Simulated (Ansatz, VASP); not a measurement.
BaO in VASP and in Ansatz

```xyz
2
Lattice="0.0000 2.7451 2.7451 2.7451 0.0000 2.7451 2.7451 2.7451 0.0000" Properties=species:S:1:pos:R:3 pbc="T T T"
Ba    0.0000    0.0000    0.0000
O     2.7451    2.7451    2.7451
```

Alike in both runs: functional PBEsol; k mesh 8 × 8 × 8; occupations gaussian, width 0.02 eV; no spin polarisation.

Ansatz relaxed the structure, and its values are those at the end. VASP's run is a single point on that final structure, the one shown.

```csv
,VASP,Ansatz
version,VASP 6.6.1,Ansatz 0.2.0
potentials or method,"VASP PAW PBE potentials, release 64 (Ba_sv, O), cutoff 600 eV","scalar-relativistic, plane waves, PAW"
valence electrons in the cell,16,16
```

Ansatz gave:

| Property | Result |
| --- | --- |
| gap on the k mesh at the Fermi level (eV) | 1.84 |
| least direct gap on the mesh (eV) | 1.84 |
| pressure (GPa) | 0.0 |

Task: Which values does VASP return?

Result: gap on the k mesh at the Fermi level (eV): 1.77; least direct gap on the mesh (eV): 1.77; pressure (GPa): 1.8.

VASP's potentials were made for PBE, not for PBEsol, and Ansatz warns of the same on its side.

Spin-orbit coupling is off throughout.
